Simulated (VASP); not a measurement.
Runs of VASP 6.6.1 on BaS. It takes space group P6_3/mmc (No. 194, hexagonal). The conventional cell has a = 5.384 Å, b = 5.384 Å, c = 6.382 Å, α = 90.00°, β = 90.00°, γ = 120.00°. Ba (site symmetry -6m2) has 5 S at 3.11 to 3.19 Å within 4.1 Å. Within 4.1 Å of S (site symmetry -6m2) lie 5 Ba at 3.11 to 3.19 Å. 

```csv
task,level,spin,cell,k mesh,cutoff (eV),smearing,gap on the mesh (eV),pressure (GPa)
single point,r2SCAN,off,as given,6 × 6 × 4,520,gaussian 0.01 eV,2.82,0.4
single point,r2SCAN,off,as given,6 × 6 × 4,520,fermi-dirac 0.02 eV,2.82,0.4
relaxation of cell and atoms,PBEsol,off,relaxed,6 × 6 × 4,600,fermi-dirac 0.02 eV,(a),0.0
single point,PBE,"non-collinear, zero start, SOC",as given,6 × 6 × 4,520,gaussian 0.01 eV,-,0.4
single point,PBE,off,as given,6 × 6 × 2,520,gaussian 0.01 eV,2.45,0.7
```

Alike in all rows: potentials or basis VASP PAW PBE potentials, release 64 (Ba_sv, S).

Problem. Estimate the missing entries.

Solution. (a) 2.32.

Caveats: some runs use coarse meshes; spin-orbit coupling is left out, which moves the levels of the heavy elements (some runs); the PAW data sets were made with another functional, which shifts forces and pressure a little (some runs).

A k mesh can miss the band edges, and rows without SOC leave out spin-orbit coupling on Ba.
